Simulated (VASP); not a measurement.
# BaTiO3 (P4/mmm) in VASP: further runs

BaTiO3 is run at these levels: PBE; tasks: electric field gradients.

All numbers are computed with VASP 6.6.1; they aren't measurements. Logs are shortened: lines on timing, memory, paths and dates and some standing lists are left out, and cuts for length are marked.

## (1) The cell of the first run

Symmetry: P4/mmm, No. 123, tetragonal system. The conventional cell has a = 4.120 Å, b = 4.120 Å, c = 4.018 Å, α = 90.00°, β = 90.00°, γ = 90.00°. Ba (site symmetry 4/mmm) has 12 O at 2.88 to 2.91 Å and 8 Ti at 3.54 Å within 3.8 Å. Ti (site symmetry 4/mmm) has 6 O at 2.01 to 2.06 Å within 2.7 Å. O (site symmetry 4/mmm) has 2 Ti at 2.01 Å within 2.7 Å. Within 2.7 Å of O (site symmetry mmm) lie 2 Ti at 2.06 Å.

## (2) Electric field gradients, PBE (equal xx and yy strain of +3 %)

The input, INCAR:

```
SYSTEM = BaTiO3
PREC = Accurate ; ENCUT = 520
EDIFF = 1E-8 ; ISMEAR = -1
SIGMA = 0.03 ; LREAL = .FALSE.
LASPH = .TRUE. ; NELM = 80
ALGO = Normal ; ISIF = 2
LWAVE = .FALSE. ; LCHARG = .FALSE.
GGA = PE ; LEFG = .TRUE.
NBANDS = 28
```

The input, KPOINTS:

```
Automatic mesh
0
G
  7 7 7
  0 0 0
```

The input, POSCAR:

```
BaTiO3
1.0
    4.1197940000      0.0000000000      0.0000000000
    0.0000000000      4.1197940000      0.0000000000
    0.0000000000      0.0000000000      4.0180000000
Ba Ti O
1 1 3
Direct
    0.0000000000      0.0000000000      0.0000000000
    0.5000000000      0.5000000000      0.5000000000
    0.5000000000      0.5000000000      0.0000000000
    0.5000000000      0.0000000000      0.5000000000
    0.0000000000      0.5000000000      0.5000000000
```

Potentials or basis: VASP PAW PBE potentials, release 64 (Ba_sv, Ti_sv, O).

Command:

```console
$ cat potpaw_PBE.64/Ba_sv/POTCAR potpaw_PBE.64/Ti_sv/POTCAR potpaw_PBE.64/O/POTCAR > POTCAR
$ mpirun -np 1 vasp_std > vasp.out
```

OUTCAR:

```text
SYSTEM = BaTiO3
   PREC = Accurate
   ENCUT = 520
   EDIFF = 1E-8
   ISMEAR = -1
   LREAL = .FALSE.
   LASPH = .TRUE.
   NELM = 80
   ISIF = 2
   GGA = PE

 ion  position               nearest neighbor table
   1  0.000  0.000  0.000-   4 2.88   5 2.88   4 2.88   5 2.88   5 2.88   5 2.88   4 2.88   4 2.88
                             3 2.91   3 2.91   3 2.91   3 2.91   2 3.54   2 3.54   2 3.54   2 3.54
   2  0.500  0.500  0.500-   3 2.01   3 2.01   5 2.06   4 2.06   4 2.06   5 2.06   1 3.54   1 3.54
                             1 3.54   1 3.54   1 3.54   1 3.54   1 3.54   1 3.54
   3  0.500  0.500  0.000-   2 2.01   2 2.01   1 2.91   1 2.91   1 2.91   1 2.91
   4  0.500  0.000  0.500-   2 2.06   2 2.06   1 2.88   1 2.88   1 2.88   1 2.88
   5  0.000  0.500  0.500-   2 2.06   2 2.06   1 2.88   1 2.88   1 2.88   1 2.88

  LATTYP: Found a simple tetragonal cell.
 ALAT       =     4.1197940000
 C/A-ratio  =     0.9752914830

  Lattice vectors:

 A1 = (   4.1197940000,   0.0000000000,   0.0000000000)
 A2 = (   0.0000000000,   4.1197940000,   0.0000000000)
 A3 = (   0.0000000000,   0.0000000000,   4.0180000000)

Analysis of symmetry for initial positions (statically):
=====================================================================
 Subroutine PRICEL returns:
 Original cell was already a primitive cell.

 Routine SETGRP: Setting up the symmetry group for a
 simple tetragonal supercell.

 Subroutine GETGRP returns: Found 16 space group operations
 (whereof 16 operations were pure point group operations)
 out of a pool of 16 trial point group operations.

The static configuration has the point symmetry D_4h.

Analysis of symmetry for dynamics (positions and initial velocities):
=====================================================================
 Subroutine PRICEL returns:
 Original cell was already a primitive cell.

 Routine SETGRP: Setting up the symmetry group for a
 simple tetragonal supercell.

 Subroutine GETGRP returns: Found 16 space group operations
 (whereof 16 operations were pure point group operations)
 out of a pool of 16 trial point group operations.

The dynamic configuration has the point symmetry D_4h.

 Subroutine INISYM returns: Found 16 space group operations
 (whereof 16 operations are pure point group operations),
 and found     1 'primitive' translations

----------------------------------------------------------------------------------------

                                     Primitive cell

  volume of cell :      68.1963

  direct lattice vectors                    reciprocal lattice vectors
     4.119794000  0.000000000  0.000000000     0.242730583  0.000000000  0.000000000
     0.000000000  4.119794000  0.000000000     0.000000000  0.242730583  0.000000000
     0.000000000  0.000000000  4.018000000     0.000000000  0.000000000  0.248880040

  length of vectors
     4.119794000  4.119794000  4.018000000     0.242730583  0.242730583  0.248880040

  position of ions in fractional coordinates (direct lattice)
     0.000000000  0.000000000  0.000000000
     0.500000000  0.500000000  0.500000000
     0.500000000  0.500000000  0.000000000
     0.500000000  0.000000000  0.500000000
     0.000000000  0.500000000  0.500000000

  ion indices of the primitive-cell ions
   primitive index   ion index
                 1           1
                 2           2
                 3           3
                 4           4
                 5           5

----------------------------------------------------------------------------------------

 KPOINTS: Automatic mesh

Automatic generation of k-mesh.
 Grid dimensions read from file:
 generate k-points for:    7    7    7

 Generating k-lattice:

  Cartesian coordinates                     Fractional coordinates (reciprocal lattice)
[... 45 lines left out ...]
   dimension x,y,z NGX =    32 NGY =   32 NGZ =   30
   dimension x,y,z NGXF=    64 NGYF=   64 NGZF=   60
   ions per type =               1   1   3
   NGX,Y,Z   is equivalent  to a cutoff of  12.91, 12.91, 12.41 a.u.
   NGXF,Y,Z  is equivalent  to a cutoff of  25.83, 25.83, 24.83 a.u.
 SYSTEM =  BaTiO3
   PREC   = accura    normal or accurate (medium, high low for compatibility)
   ISTART =      0    job   : 0-new  1-cont  2-samecut
   ICHARG =      2    charge: 1-file 2-atom 10-const
   ISPIN  =      1    spin polarized calculation?
   LNONCOLLINEAR =      F non collinear calculations
   LSORBIT =      F    spin-orbit coupling
   LASPH  =      T    aspherical Exc in radial PAW
   ENCUT  =  520.0 eV  38.22 Ry    6.18 a.u.   7.66  7.66  7.47*2*pi/ulx,y,z
   NELM   =     80;   NELMIN=  2; NELMDL= -5     # of ELM steps
   EDIFF  = 0.1E-07   stopping-criterion for ELM
   LREAL  =      F    real-space projection
   EDIFFG = 0.1E-06   stopping-criterion for IOM
   NSW    =      0    number of steps for IOM
   IBRION =     -1    ionic relax: 0-MD 1-quasi-New 2-CG
   NFREE  =      0    steps in history (QN), initial steepest desc. (CG)
   ISIF   =      2    stress and relaxation
   ISYM   =      2    0-nonsym 1-usesym 2-fastsym
   POTIM  = 0.5000    time-step for ionic-motion
   TEBEG  =    0.0;   TEEND  =   0.0 temperature during run
   PSTRESS=    0.0 pullay stress
   NELECT =      40.0000    total number of electrons
   NUPDOWN=      -1.0000    fix difference up-down
   EMIN   =  10.00;   EMAX   =-10.00  energy-range for DOS
   EFERMI =   0.00;   METHOD = LEGACY
   ISMEAR =    -1;   SIGMA  =   0.03  broadening in eV -4-tet -1-fermi 0-gaus
   EFERMI_NEDOS =   21; number of points for ismear=-14 and -15
   IALGO  =     38    algorithm
   IMIX   =      4    mixing-type and parameters
     AMIX     =   0.40;   BMIX     =  1.00
     AMIX_MAG =   1.60;   BMIX_MAG =  1.00
  volume/ion in A,a.u.               =      13.64        92.04
  Fermi-wavevector in a.u.,A,eV,Ry     =   1.370381  2.589644 25.550963  1.877943
  Thomas-Fermi vector in A             =   2.496172
   LORBIT       =      0    0 simple, 1 ext, 2 COOP (PROOUT), +10 PAW based schemes
   GGA     = PE    functional components
   LHFCALC =     F    Hartree Fock is set to
   AEXX    =    0.0000 exact exchange contribution
   IVDW    =     0    specifies the selected vdW correction
   LEPSILON=     F    determine dielectric tensor
   LRPA    =     F    only Hartree local field effects (RPA)
 non-spin polarized calculation
  energy-cutoff  :      520.00
  volume of cell :       68.20
 maximum number of plane-waves:      1857
 NGX is ok and might be reduce to    32
   NGX = 15   NGY = 15   NGZ = 15

 number of electron      40.0000009 magnetization

 Free energy of the ion-electron system (eV)
  ---------------------------------------------------
  ext. energy  EPLUGINS =         0.00000000
  ---------------------------------------------------
  free energy    TOTEN  =       -39.92734084 eV

  energy without entropy =      -39.92734084  energy(sigma->0) =      -39.92734084

 E-fermi :   3.9714     XC(G=0): -10.9378

 val. band max:        3.3207101080   @ k =   0.4286   0.4286   0.4286
 cond. band min:       4.9646272390   @ k =   0.0000   0.0000   0.0000
 fundamental gap:      1.6439171310
 Fermi energy:         3.9713654474

 k-point     1 :       0.0000    0.0000    0.0000
  band No.  band energies     occupation
      1     -53.5171      2.00000
      2     -29.7005      2.00000
      3     -29.6976      2.00000
      4     -29.6976      2.00000
      5     -21.5998      2.00000
      6     -13.3952      2.00000
[... 733 lines left out ...]
     27      11.4748      0.00000
     28      11.8512      0.00000

 [... further k-points ...]
[... 5 lines left out ...]
  --------------------------------------------------------------------------------------
  -------------------------------------------------------------------------------------
  Total       -2.9227169     -2.9227169     -1.3103924      0.0000000     -0.0000000      0.0000000
  in kB      -68.6651540    -68.6651540    -30.7858396      0.0000000     -0.0000000      0.0000000
  external PRESSURE =     -56.0387158 kB  Pullay stress =       0.0000000 kB

 VOLUME and BASIS-vectors are now :
 -----------------------------------------------------------------------------
  energy-cutoff  :      520.00
  volume of cell :       68.20
      direct lattice vectors                 reciprocal lattice vectors
     4.119794000  0.000000000  0.000000000     0.242730583  0.000000000  0.000000000
     0.000000000  4.119794000  0.000000000     0.000000000  0.242730583  0.000000000
     0.000000000  0.000000000  4.018000000     0.000000000  0.000000000  0.248880040

 POSITION                                       TOTAL-FORCE (eV/Angst)
 -----------------------------------------------------------------------------------
      0.00000      0.00000      0.00000         0.000000      0.000000      0.000000
      2.05990      2.05990      2.00900         0.000000      0.000000      0.000000
      2.05990      2.05990      0.00000         0.000000      0.000000      0.000000
      2.05990      0.00000      2.00900         0.000000      0.000000      0.000000
      0.00000      2.05990      2.00900         0.000000      0.000000      0.000000
 -----------------------------------------------------------------------------------
    total drift:                                0.000000     -0.000000     -0.000000

  FREE ENERGIE OF THE ION-ELECTRON SYSTEM (eV)
  ---------------------------------------------------
  free  energy   TOTEN  =       -39.9273408367 eV

  energy  without entropy=      -39.9273408367  energy(sigma->0) =      -39.92734084

 Electric field gradients (V/A^2)
---------------------------------------------------------------------
 ion       V_xx      V_yy      V_zz      V_xy      V_xz      V_yz
---------------------------------------------------------------------
   1       1.179     1.179    -2.357    -0.000    -0.000     0.000
   2      10.063    10.063   -20.127    -0.000    -0.000    -0.000
   3     -11.334   -11.334    22.667    -0.000    -0.000     0.000
   4     -12.828    33.763   -20.936    -0.000    -0.000     0.000
   5      33.763   -12.828   -20.936     0.000    -0.000    -0.000
---------------------------------------------------------------------

 Electric field gradients after diagonalization (V/A^2)
 (convention: |V_zz| > |V_xx| > |V_yy|)
----------------------------------------------------------------------
 ion       V_xx      V_yy      V_zz     asymmetry (V_yy - V_xx)/ V_zz
----------------------------------------------------------------------
   1       1.179     1.179    -2.357       0.000
   2      10.063    10.063   -20.127       0.000
   3     -11.334   -11.334    22.667       0.000
   4     -20.936   -12.828    33.763       0.240
   5     -20.936   -12.828    33.763       0.240
----------------------------------------------------------------------

           NMR quadrupolar parameters

 Cq : quadrupolar parameter    Cq=e*Q*V_zz/h
 eta: asymmetry parameters     (V_yy - V_xx)/ V_zz
 Q  : nuclear electric quadrupole moment in mb (millibarn)
----------------------------------------------------------------------
 ion       Cq(MHz)       eta       Q (mb)
----------------------------------------------------------------------
   1      -0.006       0.000       1.000
   2      -0.049       0.000       1.000
   3       0.055       0.000       1.000
   4       0.082       0.240       1.000
   5       0.082       0.240       1.000
----------------------------------------------------------------------
```

Run time: 34 s. Hardware: 1 thread of Intel Xeon 6975P-C (Granite Rapids), shared host; peak memory 0.23 GiB.

What came out:

```yaml
Free_energy: -39.9273 eV
Pressure: -5.6 GPa
Band_gap_on_the_k_mesh: 1.64 eV, indirect (least direct gap 1.77 eV)
```

Electric field gradients, principal values (V/Å²):
```csv
atom,least,middle,greatest (by size)
1 Ba,1.179,1.179,-2.357
2 Ti,10.063,10.063,-20.127
3 O,-11.334,-11.334,22.667
4 O,-12.828,-20.936,33.763
5 O,-12.828,-20.936,33.763
```

Caveat: the cell differs from its parent crystal (equal xx and yy strain of +3 %); without QUAD_EFG the Cq values of the log hold for a quadrupole moment of 1 mb, not for the nuclei; spin-orbit coupling is left out, which moves the levels of the heavy elements. A k mesh can miss the band edges.

## (3) Electric field gradients, PBE (equal xx and yy strain of +3 %)

The input, INCAR:

```
  ALGO = Normal
  EDIFF = 1E-8
  ENCUT = 520
  GGA = PE
  ISIF = 2
  ISMEAR = -1
  LASPH = T
  LCHARG = F
  LEFG = T
  LREAL = F
  LWAVE = F
  NBANDS = 28
  NELM = 80
  PREC = Accurate
  SIGMA = 0.03
```

The input, KPOINTS:

```
k-points
0
Gamma
  7 7 7
```

POSCAR is that of step 2.

Potentials or basis: VASP PAW PBE potentials, release 64 (Ba_sv, Ti_sv, O).

Command:

```console
$ cat potpaw_PBE.64/Ba_sv/POTCAR potpaw_PBE.64/Ti_sv/POTCAR potpaw_PBE.64/O/POTCAR > POTCAR
$ mpirun -np 1 vasp_std > vasp.out
```

OUTCAR:

```text
EDIFF = 1E-8
   ENCUT = 520
   GGA = PE
   ISIF = 2
   ISMEAR = -1
   LASPH = T
   LREAL = F
   NELM = 80
   PREC = Accurate

 ion  position               nearest neighbor table
   1  0.000  0.000  0.000-   4 2.88   5 2.88   4 2.88   5 2.88   5 2.88   5 2.88   4 2.88   4 2.88
                             3 2.91   3 2.91   3 2.91   3 2.91   2 3.54   2 3.54   2 3.54   2 3.54
   2  0.500  0.500  0.500-   3 2.01   3 2.01   5 2.06   4 2.06   4 2.06   5 2.06   1 3.54   1 3.54
                             1 3.54   1 3.54   1 3.54   1 3.54   1 3.54   1 3.54
   3  0.500  0.500  0.000-   2 2.01   2 2.01   1 2.91   1 2.91   1 2.91   1 2.91
   4  0.500  0.000  0.500-   2 2.06   2 2.06   1 2.88   1 2.88   1 2.88   1 2.88
   5  0.000  0.500  0.500-   2 2.06   2 2.06   1 2.88   1 2.88   1 2.88   1 2.88

  LATTYP: Found a simple tetragonal cell.
 ALAT       =     4.1197940000
 C/A-ratio  =     0.9752914830

  Lattice vectors:

 A1 = (   4.1197940000,   0.0000000000,   0.0000000000)
 A2 = (   0.0000000000,   4.1197940000,   0.0000000000)
 A3 = (   0.0000000000,   0.0000000000,   4.0180000000)

Analysis of symmetry for initial positions (statically):
=====================================================================
 Subroutine PRICEL returns:
 Original cell was already a primitive cell.

 Routine SETGRP: Setting up the symmetry group for a
 simple tetragonal supercell.

 Subroutine GETGRP returns: Found 16 space group operations
 (whereof 16 operations were pure point group operations)
 out of a pool of 16 trial point group operations.

The static configuration has the point symmetry D_4h.

Analysis of symmetry for dynamics (positions and initial velocities):
=====================================================================
 Subroutine PRICEL returns:
 Original cell was already a primitive cell.

 Routine SETGRP: Setting up the symmetry group for a
[... 919 lines left out ...]
  Total       -2.9227169     -2.9227169     -1.3103924      0.0000000     -0.0000000      0.0000000
  in kB      -68.6651540    -68.6651540    -30.7858396      0.0000000     -0.0000000      0.0000000
  external PRESSURE =     -56.0387158 kB  Pullay stress =       0.0000000 kB

 VOLUME and BASIS-vectors are now :
 -----------------------------------------------------------------------------
  energy-cutoff  :      520.00
  volume of cell :       68.20
      direct lattice vectors                 reciprocal lattice vectors
     4.119794000  0.000000000  0.000000000     0.242730583  0.000000000  0.000000000
     0.000000000  4.119794000  0.000000000     0.000000000  0.242730583  0.000000000
     0.000000000  0.000000000  4.018000000     0.000000000  0.000000000  0.248880040

 POSITION                                       TOTAL-FORCE (eV/Angst)
 -----------------------------------------------------------------------------------
      0.00000      0.00000      0.00000         0.000000      0.000000      0.000000
      2.05990      2.05990      2.00900         0.000000      0.000000      0.000000
      2.05990      2.05990      0.00000         0.000000      0.000000      0.000000
      2.05990      0.00000      2.00900         0.000000      0.000000      0.000000
      0.00000      2.05990      2.00900         0.000000      0.000000      0.000000
 -----------------------------------------------------------------------------------
    total drift:                                0.000000     -0.000000     -0.000000

  FREE ENERGIE OF THE ION-ELECTRON SYSTEM (eV)
  ---------------------------------------------------
  free  energy   TOTEN  =       -39.9273408367 eV

  energy  without entropy=      -39.9273408367  energy(sigma->0) =      -39.92734084

 Electric field gradients (V/A^2)
---------------------------------------------------------------------
 ion       V_xx      V_yy      V_zz      V_xy      V_xz      V_yz
---------------------------------------------------------------------
   1       1.179     1.179    -2.357    -0.000    -0.000     0.000
   2      10.063    10.063   -20.127    -0.000    -0.000    -0.000
   3     -11.334   -11.334    22.667    -0.000    -0.000     0.000
   4     -12.828    33.763   -20.936    -0.000    -0.000     0.000
   5      33.763   -12.828   -20.936     0.000    -0.000    -0.000
---------------------------------------------------------------------

 Electric field gradients after diagonalization (V/A^2)
 (convention: |V_zz| > |V_xx| > |V_yy|)
----------------------------------------------------------------------
 ion       V_xx      V_yy      V_zz     asymmetry (V_yy - V_xx)/ V_zz
----------------------------------------------------------------------
   1       1.179     1.179    -2.357       0.000
   2      10.063    10.063   -20.127       0.000
   3     -11.334   -11.334    22.667       0.000
   4     -20.936   -12.828    33.763       0.240
   5     -20.936   -12.828    33.763       0.240
----------------------------------------------------------------------

           NMR quadrupolar parameters

 Cq : quadrupolar parameter    Cq=e*Q*V_zz/h
 eta: asymmetry parameters     (V_yy - V_xx)/ V_zz
 Q  : nuclear electric quadrupole moment in mb (millibarn)
----------------------------------------------------------------------
 ion       Cq(MHz)       eta       Q (mb)
----------------------------------------------------------------------
   1      -0.006       0.000       1.000
   2      -0.049       0.000       1.000
   3       0.055       0.000       1.000
   4       0.082       0.240       1.000
   5       0.082       0.240       1.000
----------------------------------------------------------------------
```

stdout:

```text
POSCAR found type information on POSCAR BaTiO
 POSCAR found :  3 types and       5 ions
 scaLAPACK will be used
 LDA part: xc-table for (Slater+PW92), standard interpolation
 POSCAR, INCAR and KPOINTS ok, starting setup
 FFT: planning ... GRIDC
 FFT: planning ... GRID_SOFT
 FFT: planning ... GRID
 WAVECAR not read
 entering main loop
ion   1

ion   2

ion   3

ion   4

ion   5
```

Run time: 34 s. Hardware: 1 thread of Intel Xeon 6975P-C (Granite Rapids), shared host; peak memory 0.22 GiB.

What came out:

```yaml
Free_energy: -39.9273 eV
Pressure: -5.6 GPa
Band_gap_on_the_k_mesh: 1.64 eV, indirect (least direct gap 1.77 eV)
```

Electric field gradients, principal values (V/Å²):
```
atom    least   middle  greatest (by size)
1 Ba    1.179    1.179              -2.357
2 Ti   10.063   10.063             -20.127
 3 O  -11.334  -11.334              22.667
 4 O  -12.828  -20.936              33.763
 5 O  -12.828  -20.936              33.763
```

Caveat: the cell differs from its parent crystal (equal xx and yy strain of +3 %); without QUAD_EFG the Cq values of the log hold for a quadrupole moment of 1 mb, not for the nuclei; spin-orbit coupling is left out, which moves the levels of the heavy elements. A k mesh can miss the band edges.
